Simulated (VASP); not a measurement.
# O in VASP: further runs, part 3 of 3

VASP 6.6.1. The steps go on from the part before.

## 5. Single point, PBE+D3(BJ), collinear spin, ferromagnetic start

INCAR

```
SYSTEM = O
PREC = Accurate ; ENCUT = 520
EDIFF = 1E-6 ; ISMEAR = -1
SIGMA = 0.02 ; LREAL = Auto
LASPH = .TRUE. ; NELM = 150
ALGO = Normal ; ISIF = 2
LWAVE = .FALSE. ; LCHARG = .FALSE.
ISPIN = 2 ; MAGMOM = 0.56 0.56 0.56 0.56 0.56 0.56 0.56 0.56 0.56 0.56 0.56 0.56 0.56 0.56 0.56 0.56 0.56 0.56 0.56 0.56
LORBIT = 11 ; GGA = PE
IVDW = 12 ; NBANDS = 80
```

KPOINTS

```
Automatic mesh
0
G
  1 1 1
  0 0 0
```

POSCAR

```
O
1.0
    8.0259570000      0.0000000000      0.0000000000
    0.0000000000      8.0259570000      0.0000000000
    0.0000000000      0.0000000000      8.0259570000
O
20
Direct
    0.5560084610      0.6917056745      0.8063212898
    0.5975735978      0.7686933782      0.6853139133
    0.9726939728      0.2586732025      0.5136334521
    0.8521102219      0.3532662834      0.5299928719
    0.0070022802      0.6446084872      0.7463658228
    0.1366566006      0.7125007024      0.7918557251
    0.6079275032      0.3417660972     -0.0585724544
    0.5833198458      0.3792569534      0.0858464604
    0.3234505243      0.5408700794      0.2338163536
    0.3140809252      0.5238378426      0.3852624678
    0.0279468230      0.1696744700      1.0709626279
    0.0450039790      0.2385509915      0.9293471171
    0.4053597596      0.0399080135      1.0100602333
    0.3826957957      0.0577875012      0.8632117017
    0.9582034890      0.6761935056      0.2729394140
    0.9110190847      0.5829335991      0.1671825553
    0.6224678253      0.9787244063      0.3817737872
    0.6945090785      1.0343937801      0.2632084872
    0.2074892751      0.9401121885      0.4499650322
    0.2732633629      1.0738657085      0.4620757375
```

Potentials or basis: VASP PAW PBE potentials, release 64 (O).

Command:

```sh
$ cat potpaw_PBE.64/O/POTCAR > POTCAR
$ mpirun -np 1 vasp_gam > vasp.out
```

OUTCAR:

```text
SYSTEM = O
   PREC = Accurate
   ENCUT = 520
   EDIFF = 1E-6
   ISMEAR = -1
   LREAL = Auto
   LASPH = .TRUE.
   NELM = 150
   ISIF = 2
   ISPIN = 2
   LORBIT = 11
   GGA = PE
   IVDW = 12
 IVDW          = 12

 ion  position               nearest neighbor table
   1  0.556  0.692  0.806-   2 1.20
   2  0.598  0.769  0.685-   1 1.20
   3  0.973  0.259  0.514-   4 1.24
   4  0.852  0.353  0.530-   3 1.24
   5  0.007  0.645  0.746-   6 1.23
   6  0.137  0.713  0.792-   5 1.23
[... 12 lines left out ...]
  19  0.207  0.940  0.450-  20 1.20
  20  0.273  0.074  0.462-  19 1.20

  LATTYP: Found a simple cubic cell.
 ALAT       =     8.0259570000
[... 397 lines left out ...]
      7.80680      2.07610      4.12240        -0.269690      0.223997      0.042671
      6.83900      2.83530      4.25370         0.183223     -0.183114     -0.037728
      0.05620      5.17360      5.99030        -0.187482     -0.089729     -0.064872
      1.09680      5.71850      6.35540         0.192408      0.092437      0.079719
[... 12 lines left out ...]
      1.66530      7.54530      3.61140        -1.159139     -2.402172     -0.227588
      2.19320      0.59284      3.70860         1.178029      2.378939      0.214769
 -----------------------------------------------------------------------------------
    total drift:                                0.011093      0.000860      0.006972

  FREE ENERGIE OF THE ION-ELECTRON SYSTEM (eV)
  ---------------------------------------------------
  free  energy   TOTEN  =       -99.1479984948 eV

  energy  without entropy=      -99.1479984947  energy(sigma->0) =      -99.14799849

 total charge

# of ion       s       p       d       tot
------------------------------------------
    1        1.612   3.330   0.000   4.943
    2        1.613   3.328   0.000   4.941
    3        1.612   3.270   0.000   4.882
    4        1.611   3.270   0.000   4.881
    5        1.612   3.280   0.000   4.891
    6        1.611   3.281   0.000   4.892
[... 12 lines left out ...]
   19        1.612   3.327   0.000   4.939
   20        1.613   3.326   0.000   4.939
--------------------------------------------------
tot         32.242  66.030   0.000  98.272

 magnetization (x)

# of ion       s       p       d       tot
------------------------------------------
    1        0.010   0.793   0.000   0.804
    2        0.010   0.796   0.000   0.806
    3        0.010   0.800   0.000   0.810
    4        0.010   0.803   0.000   0.814
    5        0.010   0.801   0.000   0.812
    6        0.010   0.800   0.000   0.810
[... 12 lines left out ...]
   19        0.010   0.792   0.000   0.802
   20        0.010   0.798   0.000   0.809
--------------------------------------------------
tot          0.207  15.964   0.000  16.171
```

OSZICAR:

```text
N       E                     dE             d eps       ncg     rms          rms(c)
DAV:   1     0.117064934235E+04    0.11706E+04   -0.65146E+04   336   0.136E+03
DAV:   2     0.256099472830E+02   -0.11450E+04   -0.11131E+04   440   0.334E+02
DAV:   3    -0.936135298308E+02   -0.11922E+03   -0.11350E+03   360   0.114E+02
DAV:   4    -0.963838752362E+02   -0.27703E+01   -0.27450E+01   392   0.176E+01
DAV:   5    -0.964497134957E+02   -0.65838E-01   -0.65810E-01   392   0.255E+00    0.252E+01
DAV:   6    -0.921815075719E+02    0.42682E+01   -0.23236E+01   368   0.180E+01    0.102E+01
DAV:   7    -0.975004806974E+02   -0.53190E+01   -0.65376E+00   352   0.908E+00    0.458E+00
DAV:   8    -0.985607819297E+02   -0.10603E+01   -0.16032E+00   376   0.419E+00    0.180E+00
DAV:   9    -0.985892743198E+02   -0.28492E-01   -0.11611E-01   376   0.151E+00    0.758E-01
DAV:  10    -0.985922452914E+02   -0.29710E-02   -0.19821E-02   360   0.656E-01    0.261E-01
DAV:  11    -0.985927784755E+02   -0.53318E-03   -0.22904E-03   352   0.258E-01    0.120E-01
DAV:  12    -0.985926281154E+02    0.15036E-03   -0.64802E-04   376   0.140E-01    0.495E-02
DAV:  13    -0.985926194581E+02    0.86572E-05   -0.19859E-04   352   0.753E-02    0.263E-02
DAV:  14    -0.985926079788E+02    0.11479E-04   -0.41300E-05   376   0.391E-02    0.979E-03
DAV:  15    -0.985926041200E+02    0.38589E-05   -0.12905E-05   352   0.182E-02    0.600E-03
DAV:  16    -0.985925991119E+02    0.50081E-05   -0.74490E-06   336   0.171E-02    0.311E-03
DAV:  17    -0.985925973900E+02    0.17219E-05   -0.31968E-06   304   0.105E-02    0.183E-03
DAV:  18    -0.985925970477E+02    0.34229E-06   -0.11548E-06   248   0.629E-03
   1 F= -.99147998E+02 E0= -.99147998E+02  d E =-.219560E-10  mag=    20.0000
```

Wall time 2 min (1 thread of Intel Xeon Platinum 8259CL at 2.50GHz (Skylake/Cascade Lake), shared host); peak memory 0.59 GiB.

What came out:

```
Free energy                                           : -99.1480 eV
Pressure                                              : 1.6 GPa
Largest force                                         : 3.326 eV/Å
Net moment                                            : 20.00 μB per cell
Site moments                                          : O +0.80, +0.81, +0.82 (each value once) μB
Valence electrons inside the program's atomic spheres : O 4.94, 4.88, 4.89, 4.92, 4.90, 4.83, 4.95 (each value once)
Dispersion energy per atom                            : -0.028 eV
```

Forces in eV/Å, atoms in the order of the input:
```
O   -0.789 -1.440  2.299
O    0.798  1.433 -2.305
O   -0.270  0.224  0.043
O    0.183 -0.183 -0.038
O   -0.187 -0.090 -0.065
O    0.192  0.092  0.080
O    0.332 -0.360 -1.415
O   -0.125  0.345  1.359
O   -0.076  0.143 -0.488
O   -0.025 -0.071  0.590
O    0.227  1.050 -2.117
O   -0.290 -1.012  2.134
O    0.355 -0.363  2.510
O   -0.417  0.241 -2.551
O    1.019  2.103  2.367
O   -1.046 -2.072 -2.372
O   -1.256 -1.023  2.123
O    1.355  1.004 -2.143
O   -1.159 -2.402 -0.228
O    1.178  2.379  0.215
```

Stress tensor (GPa, compression positive):
```
 0.68  0.88 -0.20
 0.88  1.44  0.29
-0.20  0.29  2.58
```

Levels at points of the mesh, in eV from the Fermi level:
Spin up:
```csv
k point,band 66,band 67,band 68,band 69,band 70,band 71,band 72,band 73,band 74,band 75
"(0.00, 0.00, 0.00)",-0.61,-0.59,-0.55,-0.52,-0.48,5.27,6.38,6.66,6.79,6.98
```
Spin down:
```tsv
k point	band 46	band 47	band 48	band 49	band 50	band 51	band 52	band 53	band 54	band 55
(0.00, 0.00, 0.00)	-5.30	-5.28	-5.24	-5.10	-5.02	0.94	1.01	1.21	1.23	1.28
```

Caveat: the k points lie up to 0.78 Å⁻¹ apart; the standard files for N, O and F lose accuracy on very short bonds.

## 6. Single point, PBE+D3(BJ), collinear spin, ferromagnetic start

INCAR

```
PREC = Accurate ; ENCUT = 520
EDIFF = 1E-6 ; ISMEAR = -1
SIGMA = 0.02 ; LREAL = Auto
LASPH = T ; NELM = 150
ALGO = Normal ; ISIF = 2
LWAVE = F ; LCHARG = F
ISPIN = 2 ; MAGMOM = 1 1 1 1 1 1 1 1 1 1 1 1 1 1 1 1 1 1 1 1
LORBIT = 11 ; GGA = PE
IVDW = 12 ; NBANDS = 80
```

KPOINTS

```
regular mesh
0
Gamma
  1 1 1
```

POSCAR

```
O
1.0
    8.0259570000      0.0000000000      0.0000000000
    0.0000000000      8.0259570000      0.0000000000
    0.0000000000      0.0000000000      8.0259570000
O
20
Direct
    0.5660757963      0.7388277809      0.8212727778
    0.6624879750      0.7300811604      0.7009506779
    0.9495191664      0.2401333573      0.5518843423
    0.8339815426      0.3248086178      0.5109920225
    0.0383630264      0.6514114142      0.7208610761
    0.1198486361      0.6939234785      0.8404231421
    0.6418549215      0.3682676097     -0.0546227696
    0.6525078567      0.3660248865      0.0977578126
    0.2981575904      0.5059957336      0.2139682533
    0.3381901996      0.5146675966      0.3592219594
    0.0182158962      0.2018949267      1.0512142041
    0.0325568652      0.1931358466      0.9061972298
    0.3608915423      0.0168951815      1.0137108883
    0.3362714253      0.0431973408      0.8641835485
    0.9876205417      0.7141204469      0.2833556173
    0.9062346085      0.6585507498      0.1635941982
    0.6129985496      0.9316272190      0.3118132828
    0.6477856784      1.0655551730      0.2439709059
    0.1865571919      0.9677599818      0.4807650975
    0.2886883147      1.0803820653      0.5090732482
```

Potentials or basis: VASP PAW PBE potentials, release 64 (O).

Command:

```sh
$ cat potpaw_PBE.64/O/POTCAR > POTCAR
$ mpirun -np 1 vasp_gam > vasp.out
```

Wall time 2 min (1 thread of Intel Xeon Platinum 8259CL at 2.50GHz (Skylake/Cascade Lake), shared host); peak memory 0.59 GiB.

It converged, with:

| Item | Value |
| --- | --- |
| Free energy | -99.1281 eV |
| Pressure | 1.2 GPa |
| Largest force | 5.648 eV/Å |
| Net moment | 20.00 μB per cell |
| Site moments | O +0.81, +0.80, +0.82 (each value once) μB |
| Valence electrons inside the program's atomic spheres | O 4.88, 4.95, 4.92, 4.90, 4.99, 4.89, 4.87 (each value once) |
| Dispersion energy per atom | -0.028 eV |

Forces in eV/Å, atoms in the order of the input:
```
O    0.290 -0.041 -0.346
O   -0.302  0.034  0.329
O    2.353 -1.718  0.809
O   -2.435  1.802 -0.850
O   -0.938 -0.524 -1.425
O    0.992  0.504  1.405
O   -0.036 -0.008 -0.534
O    0.019  0.141  0.461
O   -0.436 -0.112 -1.634
O    0.461  0.093  1.636
O   -0.587  0.352  5.606
O    0.378 -0.248 -5.512
O   -0.034 -0.016 -0.119
O    0.211 -0.071  0.117
O   -0.470 -0.284 -0.632
O    0.406  0.298  0.647
O    0.066  0.180 -0.096
O   -0.017 -0.352  0.214
O    0.439  0.390  0.099
O   -0.362 -0.421 -0.175
```

Stress tensor (GPa, compression positive):
```
 0.79 -0.77  0.44
-0.77  0.12  0.02
 0.44  0.02  2.75
```

Levels at points of the mesh, in eV from the Fermi level:
Spin up:
```
           k point  band 68  band 69  band 70  band 71  band 72  band 73
(0.00, 0.00, 0.00)    -0.81    -0.69    -0.56     5.02     6.23     6.33
```
Spin down:
| k point | band 48 | band 49 | band 50 | band 51 | band 52 | band 53 |
| --- | --- | --- | --- | --- | --- | --- |
| (0.00, 0.00, 0.00) | -5.42 | -5.35 | -5.32 | 0.83 | 0.85 | 0.91 |

Caveat: the k points lie up to 0.78 Å⁻¹ apart; the standard files for N, O and F lose accuracy on very short bonds; the atoms stand as in a frame of molecular dynamics.

## 7. Summary

```csv
cell,pressure (GPa),moment (μB),largest force (eV/Å)
"as given, atomic positions A",1.0,20.00,1.15
"as given, atomic positions B",1.3,20.00,2.71
"as given, atomic positions C",1.4,20.00,3.95
"as given, atomic positions D",1.6,20.00,3.33
"as given, atomic positions E",1.2,20.00,5.65
```

Alike in all rows: task single point; level PBE+D3(BJ); potentials or basis VASP PAW PBE potentials, release 64 (O); spin collinear, ferromagnetic start; k mesh 1 × 1 × 1; cutoff (eV) 520; smearing fermi-dirac 0.02 eV.

Caveats: all runs use coarse meshes; the standard files for N, O and F lose accuracy on very short bonds; the atoms stand as in a frame of molecular dynamics (at least some runs).

Absolute energies hang on the potentials; compare differences alone.
